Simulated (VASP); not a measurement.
# WS (Pm-3m) in VASP: further runs

Runs on WS. Level: PBE. Tasks: single point.

All numbers are computed with VASP 6.6.1; they aren't measurements. Logs are shortened: lines on timing, memory, paths and dates and some standing lists are left out, and cuts for length are marked.

**1. The cell of the first run**

The structure is cubic, space group Pm-3m (No. 221). Conventional cell: a = 3.445 Å, b = 3.445 Å, c = 3.445 Å, α = 90.00°, β = 90.00°, γ = 90.00°. W (site symmetry m-3m) has 8 S at 2.98 Å and 6 W at 3.44 Å within 3.9 Å. Within 3.9 Å of S (site symmetry m-3m) lie 8 W at 2.98 Å and 6 S at 3.44 Å.

**2. Single point, PBE**

The input, INCAR:

```
ALGO = Normal ; EDIFF = 1E-7
ENCUT = 520 ; GGA = PE
ISIF = 2 ; ISMEAR = -1
LASPH = T ; LCHARG = F
LREAL = F ; LWAVE = F
NBANDS = 17 ; NELM = 100
PREC = Accurate ; SIGMA = 0.05
```

The input, KPOINTS:

```
k-points
0
Gamma
  8 8 8
```

The input, POSCAR:

```
WS
1.0
    3.4448484800      0.0000000000      0.0000000000
    0.0000000000      3.4448484800      0.0000000000
    0.0000000000      0.0000000000      3.4448484800
W S
1 1
Direct
    0.5000000000      0.5000000000      0.5000000000
    0.0000000000      0.0000000000      0.0000000000
```

Potentials or basis: VASP PAW PBE potentials, release 64 (W_sv, S).

Launch:

```sh
$ cat potpaw_PBE.64/W_sv/POTCAR potpaw_PBE.64/S/POTCAR > POTCAR
$ mpirun -np 1 vasp_std > vasp.out
```

OUTCAR:

```text
EDIFF = 1E-7
   ENCUT = 520
   GGA = PE
   ISIF = 2
   ISMEAR = -1
   LASPH = T
   LREAL = F
   NELM = 100
   PREC = Accurate

 ion  position               nearest neighbor table
   1  0.500  0.500  0.500-   2 2.98   2 2.98   2 2.98   2 2.98   2 2.98   2 2.98   2 2.98   2 2.98

   2  0.000  0.000  0.000-   1 2.98   1 2.98   1 2.98   1 2.98   1 2.98   1 2.98   1 2.98   1 2.98

  LATTYP: Found a simple cubic cell.
 ALAT       =     3.4448484800

  Lattice vectors:

 A1 = (   3.4448484800,   0.0000000000,   0.0000000000)
 A2 = (   0.0000000000,   3.4448484800,   0.0000000000)
 A3 = (   0.0000000000,   0.0000000000,   3.4448484800)

Analysis of symmetry for initial positions (statically):
=====================================================================
 Subroutine PRICEL returns:
 Original cell was already a primitive cell.

 Routine SETGRP: Setting up the symmetry group for a
 simple cubic supercell.

 Subroutine GETGRP returns: Found 48 space group operations
 (whereof 48 operations were pure point group operations)
 out of a pool of 48 trial point group operations.

The static configuration has the point symmetry O_h .

Analysis of symmetry for dynamics (positions and initial velocities):
=====================================================================
 Subroutine PRICEL returns:
 Original cell was already a primitive cell.

 Routine SETGRP: Setting up the symmetry group for a
 simple cubic supercell.

 Subroutine GETGRP returns: Found 48 space group operations
 (whereof 48 operations were pure point group operations)
 out of a pool of 48 trial point group operations.

The dynamic configuration has the point symmetry O_h .

 Subroutine INISYM returns: Found 48 space group operations
 (whereof 48 operations are pure point group operations),
 and found     1 'primitive' translations

----------------------------------------------------------------------------------------

                                     Primitive cell

  volume of cell :      40.8800

  direct lattice vectors                    reciprocal lattice vectors
     3.444848480  0.000000000  0.000000000     0.290288530  0.000000000  0.000000000
     0.000000000  3.444848480  0.000000000     0.000000000  0.290288530  0.000000000
     0.000000000  0.000000000  3.444848480     0.000000000  0.000000000  0.290288530

  length of vectors
     3.444848480  3.444848480  3.444848480     0.290288530  0.290288530  0.290288530

  position of ions in fractional coordinates (direct lattice)
     0.500000000  0.500000000  0.500000000
     0.000000000  0.000000000  0.000000000

  ion indices of the primitive-cell ions
   primitive index   ion index
                 1           1
                 2           2

----------------------------------------------------------------------------------------

 KPOINTS: k-points

Automatic generation of k-mesh.
 Grid dimensions read from file:
 generate k-points for:    8    8    8

 Generating k-lattice:

  Cartesian coordinates                     Fractional coordinates (reciprocal lattice)
     0.036286066  0.000000000  0.000000000     0.125000000  0.000000000  0.000000000
     0.000000000  0.036286066  0.000000000     0.000000000  0.125000000  0.000000000
     0.000000000  0.000000000  0.036286066     0.000000000  0.000000000  0.125000000

  Length of vectors
     0.036286066  0.036286066  0.036286066

  Shift w.r.t. Gamma in fractional coordinates (k-lattice)
     0.000000000  0.000000000  0.000000000

 Subroutine IBZKPT returns following result:
 ===========================================

 Found     35 irreducible k-points:

 Following reciprocal coordinates:
            Coordinates               Weight
  0.000000  0.000000  0.000000      1.000000
  0.125000  0.000000  0.000000      6.000000
  0.250000  0.000000  0.000000      6.000000
  0.375000  0.000000  0.000000      6.000000
  0.500000  0.000000  0.000000      3.000000
  0.125000  0.125000  0.000000     12.000000
[... 16 lines left out ...]
  0.375000  0.375000  0.125000     24.000000
  0.500000  0.375000  0.125000     24.000000
 [... further k-points ...]
   k-points           NKPTS =     35   k-points in BZ     NKDIM =     35   number of bands    NBANDS=     17
   number of dos      NEDOS =    301   number of ions     NIONS =      2
   total plane-waves  NPLWV =  21952
   dimension x,y,z NGX =    28 NGY =   28 NGZ =   28
   dimension x,y,z NGXF=    56 NGYF=   56 NGZF=   56
   ions per type =               1   1
   NGX,Y,Z   is equivalent  to a cutoff of  13.51, 13.51, 13.51 a.u.
   NGXF,Y,Z  is equivalent  to a cutoff of  27.03, 27.03, 27.03 a.u.
 SYSTEM =  unknown system
   PREC   = accura    normal or accurate (medium, high low for compatibility)
   ISTART =      0    job   : 0-new  1-cont  2-samecut
   ICHARG =      2    charge: 1-file 2-atom 10-const
   ISPIN  =      1    spin polarized calculation?
   LNONCOLLINEAR =      F non collinear calculations
   LSORBIT =      F    spin-orbit coupling
   LASPH  =      T    aspherical Exc in radial PAW
   ENCUT  =  520.0 eV  38.22 Ry    6.18 a.u.   6.41  6.41  6.41*2*pi/ulx,y,z
   NELM   =    100;   NELMIN=  2; NELMDL= -5     # of ELM steps
   EDIFF  = 0.1E-06   stopping-criterion for ELM
   LREAL  =      F    real-space projection
   EDIFFG = 0.1E-05   stopping-criterion for IOM
   NSW    =      0    number of steps for IOM
   IBRION =     -1    ionic relax: 0-MD 1-quasi-New 2-CG
   NFREE  =      0    steps in history (QN), initial steepest desc. (CG)
   ISIF   =      2    stress and relaxation
   ISYM   =      2    0-nonsym 1-usesym 2-fastsym
   POTIM  = 0.5000    time-step for ionic-motion
   TEBEG  =    0.0;   TEEND  =   0.0 temperature during run
   PSTRESS=    0.0 pullay stress
   NELECT =      20.0000    total number of electrons
   NUPDOWN=      -1.0000    fix difference up-down
   EMIN   =  10.00;   EMAX   =-10.00  energy-range for DOS
   EFERMI =   0.00;   METHOD = LEGACY
   ISMEAR =    -1;   SIGMA  =   0.05  broadening in eV -4-tet -1-fermi 0-gaus
   EFERMI_NEDOS =   21; number of points for ismear=-14 and -15
   IALGO  =     38    algorithm
   IMIX   =      4    mixing-type and parameters
     AMIX     =   0.40;   BMIX     =  1.00
     AMIX_MAG =   1.60;   BMIX_MAG =  1.00
  volume/ion in A,a.u.               =      20.44       137.94
  Fermi-wavevector in a.u.,A,eV,Ry     =   1.289975  2.437700 22.640586  1.664036
  Thomas-Fermi vector in A             =   2.421835
   LORBIT       =      0    0 simple, 1 ext, 2 COOP (PROOUT), +10 PAW based schemes
   GGA     = PE    functional components
   LHFCALC =     F    Hartree Fock is set to
   AEXX    =    0.0000 exact exchange contribution
   IVDW    =     0    specifies the selected vdW correction
   LEPSILON=     F    determine dielectric tensor
   LRPA    =     F    only Hartree local field effects (RPA)
 non-spin polarized calculation
  energy-cutoff  :      520.00
  volume of cell :       40.88
 maximum number of plane-waves:      1141
 NGX is ok and might be reduce to    28
   NGX = 13   NGY = 13   NGZ = 13

 number of electron      20.0000007 magnetization

 Free energy of the ion-electron system (eV)
  ---------------------------------------------------
  ext. energy  EPLUGINS =         0.00000000
  ---------------------------------------------------
  free energy    TOTEN  =       -14.31142134 eV

  energy without entropy =      -14.28195438  energy(sigma->0) =      -14.29668786

 E-fermi :   7.0614     XC(G=0): -11.1438

 val. band max:        7.0596664761   @ k =   0.2500   0.2500   0.0000
 cond. band min:       7.0805199967   @ k =   0.3750   0.2500   0.0000
 fundamental gap:      0.0208535206
 Fermi energy:         7.0614257141

 k-point     1 :       0.0000    0.0000    0.0000
  band No.  band energies     occupation
      1     -67.8316      2.00000
      2     -31.8832      2.00000
      3     -31.8832      2.00000
      4     -31.8832      2.00000
      5      -7.4282      2.00000
      6       4.6137      2.00000
[... 9 lines left out ...]
     16      15.6384      0.00000
     17      20.2668      0.00000

 k-point     2 :       0.1250    0.0000    0.0000
  band No.  band energies     occupation
      1     -67.8313      2.00000
      2     -31.8951      2.00000
      3     -31.8822      2.00000
      4     -31.8822      2.00000
      5      -7.3079      2.00000
      6       3.1463      2.00000
[... 9 lines left out ...]
     16      15.9005      0.00000
     17      18.5163      0.00000

 k-point     3 :       0.2500    0.0000    0.0000
  band No.  band energies     occupation
      1     -67.8305      2.00000
      2     -31.9236      2.00000
      3     -31.8799      2.00000
      4     -31.8799      2.00000
      5      -6.9890      2.00000
      6       1.5040      2.00000
[... 9 lines left out ...]
     16      15.5750      0.00000
     17      16.5590      0.00000

 k-point     4 :       0.3750    0.0000    0.0000
  band No.  band energies     occupation
      1     -67.8297      2.00000
      2     -31.9519      2.00000
      3     -31.8775      2.00000
      4     -31.8775      2.00000
      5      -6.6142      2.00000
      6       0.2832      2.00000
[... 9 lines left out ...]
     16      13.5409      0.00000
     17      15.1128      0.00000
[... 343 lines left out ...]
      1     -67.8280      2.00000
      2     -31.9579      2.00000
      3     -31.9147      2.00000
      4     -31.8847      2.00000
      5      -6.1925      2.00000
      6       0.7713      2.00000
[... 9 lines left out ...]
     16      14.4959      0.00000
     17      15.5466      0.00000

 k-point    23 :       0.3750    0.3750    0.1250
  band No.  band energies     occupation
      1     -67.8275      2.00000
      2     -31.9437      2.00000
      3     -31.9431      2.00000
      4     -31.8834      2.00000
      5      -6.1254      2.00000
      6       1.5349      2.00000
[... 9 lines left out ...]
     16      14.8761      0.00000
     17      16.6505      0.00000

 k-point    24 :       0.5000    0.3750    0.1250
  band No.  band energies     occupation
      1     -67.8272      2.00000
      2     -31.9547      2.00000
      3     -31.9421      2.00000
      4     -31.8824      2.00000
      5      -6.0429      2.00000
      6       1.4782      2.00000
[... 9 lines left out ...]
     16      14.5047      0.00000
     17      16.9671      0.00000

 [... further k-points ...]

------------------------ aborting loop because EDIFF is reached ----------------------------------------

  FORCE on cell =-STRESS in cart. coord.  units (eV):
  Direction    XX          YY          ZZ          XY          YZ          ZX
  --------------------------------------------------------------------------------------
  -------------------------------------------------------------------------------------
  Total       -9.0638833     -9.0638833     -9.0638833      0.0000000      0.0000000     -0.0000000
  in kB     -355.2339886   -355.2339886   -355.2339886      0.0000000      0.0000000     -0.0000000
  external PRESSURE =    -355.2339886 kB  Pullay stress =       0.0000000 kB

 VOLUME and BASIS-vectors are now :
 -----------------------------------------------------------------------------
  energy-cutoff  :      520.00
  volume of cell :       40.88
      direct lattice vectors                 reciprocal lattice vectors
     3.444848480  0.000000000  0.000000000     0.290288530  0.000000000  0.000000000
     0.000000000  3.444848480  0.000000000     0.000000000  0.290288530  0.000000000
     0.000000000  0.000000000  3.444848480     0.000000000  0.000000000  0.290288530

 POSITION                                       TOTAL-FORCE (eV/Angst)
 -----------------------------------------------------------------------------------
      1.72242      1.72242      1.72242         0.000000      0.000000      0.000000
      0.00000      0.00000      0.00000         0.000000      0.000000      0.000000
 -----------------------------------------------------------------------------------
    total drift:                                0.000000      0.000000      0.000000

  FREE ENERGIE OF THE ION-ELECTRON SYSTEM (eV)
  ---------------------------------------------------
  free  energy   TOTEN  =       -14.3114213398 eV

  energy  without entropy=      -14.2819543769  energy(sigma->0) =      -14.29668786
```

Wall time 9.4 s (1 thread of Intel Xeon 6975P-C (Granite Rapids), shared host); peak memory 0.16 GiB.

What came out:

```yaml
Free_energy: -14.3114 eV
Pressure: -35.5 GPa
Band_gap_on_the_k_mesh: zero (band 10 reaches 8.96 eV, above the bottom of band 11 at 6.13 eV)
```

Caveat: spin-orbit coupling is left out, which moves the levels of the heavy elements.

**3. Single point, PBE (volume scaled by 1.02)**

The input, INCAR:

```
ALGO = Normal ; EDIFF = 1E-6
ENCUT = 520 ; GGA = PE
ISIF = 2 ; ISMEAR = -1
LASPH = T ; LCHARG = T
LELF = T ; LREAL = F
LVHAR = T ; LWAVE = F
NBANDS = 17 ; NELM = 80
PREC = Accurate ; SIGMA = 0.05
```

KPOINTS is that of step 2.

The input, POSCAR:

```
WS
1.0
    3.4676627110      0.0000000000      0.0000000000
    0.0000000000      3.4676627110      0.0000000000
    0.0000000000      0.0000000000      3.4676627110
W S
1 1
Direct
    0.5000000000      0.5000000000      0.5000000000
    0.0000000000      0.0000000000      0.0000000000
```

Potentials or basis: VASP PAW PBE potentials, release 64 (W_sv, S).

Launch:

```sh
$ cat potpaw_PBE.64/W_sv/POTCAR potpaw_PBE.64/S/POTCAR > POTCAR
$ mpirun -np 1 vasp_std > vasp.out
```

OUTCAR:

```text
EDIFF = 1E-6
   ENCUT = 520
   GGA = PE
   ISIF = 2
   ISMEAR = -1
   LASPH = T
   LREAL = F
   NELM = 80
   PREC = Accurate

 ion  position               nearest neighbor table
   1  0.500  0.500  0.500-   2 3.00   2 3.00   2 3.00   2 3.00   2 3.00   2 3.00   2 3.00   2 3.00

   2  0.000  0.000  0.000-   1 3.00   1 3.00   1 3.00   1 3.00   1 3.00   1 3.00   1 3.00   1 3.00

  LATTYP: Found a simple cubic cell.
 ALAT       =     3.4676627110

  Lattice vectors:

 A1 = (   3.4676627110,   0.0000000000,   0.0000000000)
 A2 = (   0.0000000000,   3.4676627110,   0.0000000000)
 A3 = (   0.0000000000,   0.0000000000,   3.4676627110)

Analysis of symmetry for initial positions (statically):
=====================================================================
 Subroutine PRICEL returns:
 Original cell was already a primitive cell.

 Routine SETGRP: Setting up the symmetry group for a
 simple cubic supercell.

 Subroutine GETGRP returns: Found 48 space group operations
 (whereof 48 operations were pure point group operations)
 out of a pool of 48 trial point group operations.

The static configuration has the point symmetry O_h .

Analysis of symmetry for dynamics (positions and initial velocities):
=====================================================================
 Subroutine PRICEL returns:
 Original cell was already a primitive cell.

 Routine SETGRP: Setting up the symmetry group for a
 simple cubic supercell.

 Subroutine GETGRP returns: Found 48 space group operations
 (whereof 48 operations were pure point group operations)
 out of a pool of 48 trial point group operations.

The dynamic configuration has the point symmetry O_h .

 Subroutine INISYM returns: Found 48 space group operations
[... 103 lines left out ...]
   ISIF   =      2    stress and relaxation
   ISYM   =      2    0-nonsym 1-usesym 2-fastsym
   POTIM  = 0.5000    time-step for ionic-motion
   TEBEG  =    0.0;   TEEND  =   0.0 temperature during run
   PSTRESS=    0.0 pullay stress
   NELECT =      20.0000    total number of electrons
   NUPDOWN=      -1.0000    fix difference up-down
   EMIN   =  10.00;   EMAX   =-10.00  energy-range for DOS
   EFERMI =   0.00;   METHOD = LEGACY
   ISMEAR =    -1;   SIGMA  =   0.05  broadening in eV -4-tet -1-fermi 0-gaus
   EFERMI_NEDOS =   21; number of points for ismear=-14 and -15
   IALGO  =     38    algorithm
   IMIX   =      4    mixing-type and parameters
     AMIX     =   0.40;   BMIX     =  1.00
     AMIX_MAG =   1.60;   BMIX_MAG =  1.00
  volume/ion in A,a.u.               =      20.85       140.69
  Fermi-wavevector in a.u.,A,eV,Ry     =   1.281488  2.421662 22.343655  1.642212
  Thomas-Fermi vector in A             =   2.413855
   LORBIT       =      0    0 simple, 1 ext, 2 COOP (PROOUT), +10 PAW based schemes
   GGA     = PE    functional components
   LHFCALC =     F    Hartree Fock is set to
   AEXX    =    0.0000 exact exchange contribution
   IVDW    =     0    specifies the selected vdW correction
   LEPSILON=     F    determine dielectric tensor
   LRPA    =     F    only Hartree local field effects (RPA)
 non-spin polarized calculation
  energy-cutoff  :      520.00
  volume of cell :       41.70
 maximum number of plane-waves:      1141
 NGX is ok and might be reduce to    28
   NGX = 13   NGY = 13   NGZ = 13

 number of electron      20.0000004 magnetization

 Free energy of the ion-electron system (eV)
  ---------------------------------------------------
  ext. energy  EPLUGINS =         0.00000000
  ---------------------------------------------------
  free energy    TOTEN  =       -14.13083454 eV

  energy without entropy =      -14.10028750  energy(sigma->0) =      -14.11556102

 E-fermi :   6.8235     XC(G=0): -11.0469

 val. band max:        6.8049293377   @ k =   0.5000   0.3750   0.2500
 cond. band min:       6.8336408864   @ k =   0.1250   0.1250   0.0000
 fundamental gap:      0.0287115486
 Fermi energy:         6.8235065677

 k-point     1 :       0.0000    0.0000    0.0000
  band No.  band energies     occupation
      1     -68.0807      2.00000
      2     -32.1315      2.00000
      3     -32.1315      2.00000
      4     -32.1315      2.00000
      5      -7.5329      2.00000
      6       4.4585      2.00000
[... 457 lines left out ...]
      4     -32.1308      2.00000
      5      -6.2029      2.00000
      6       1.3570      2.00000
[... 9 lines left out ...]
     16      14.1520      0.00000
     17      16.6832      0.00000

 [... further k-points ...]
[... 5 lines left out ...]
  --------------------------------------------------------------------------------------
  -------------------------------------------------------------------------------------
  Total       -9.2070749     -9.2070749     -9.2070749     -0.0000000      0.0000000      0.0000000
  in kB     -353.7705783   -353.7705783   -353.7705783     -0.0000000      0.0000000      0.0000000
  external PRESSURE =    -353.7705783 kB  Pullay stress =       0.0000000 kB

 VOLUME and BASIS-vectors are now :
 -----------------------------------------------------------------------------
  energy-cutoff  :      520.00
  volume of cell :       41.70
      direct lattice vectors                 reciprocal lattice vectors
     3.467662711  0.000000000  0.000000000     0.288378681  0.000000000  0.000000000
     0.000000000  3.467662711  0.000000000     0.000000000  0.288378681  0.000000000
     0.000000000  0.000000000  3.467662711     0.000000000  0.000000000  0.288378681

 POSITION                                       TOTAL-FORCE (eV/Angst)
 -----------------------------------------------------------------------------------
      1.73383      1.73383      1.73383         0.000000      0.000000      0.000000
      0.00000      0.00000      0.00000         0.000000      0.000000      0.000000
 -----------------------------------------------------------------------------------
    total drift:                                0.000000      0.000000      0.000000

  FREE ENERGIE OF THE ION-ELECTRON SYSTEM (eV)
  ---------------------------------------------------
  free  energy   TOTEN  =       -14.1308345445 eV

  energy  without entropy=      -14.1002875044  energy(sigma->0) =      -14.11556102
```

stdout:

```text
POSCAR found type information on POSCAR W S
 POSCAR found :  2 types and       2 ions
 scaLAPACK will be used
 LDA part: xc-table for (Slater+PW92), standard interpolation
 POSCAR, INCAR and KPOINTS ok, starting setup
 FFT: planning ... GRIDC
 FFT: planning ... GRID_SOFT
 FFT: planning ... GRID
 WAVECAR not read
 entering main loop
```

Run time: 9.2 s. Hardware: 1 thread of Intel Xeon 6975P-C (Granite Rapids), shared host; peak memory 0.16 GiB.

Results:

- Free energy: -14.1308 eV
- Pressure: -35.4 GPa
- Band gap on the k mesh: zero (band 10 reaches 8.66 eV, above the bottom of band 11 at 5.81 eV)

Caveat: spin-orbit coupling is left out, which moves the levels of the heavy elements.
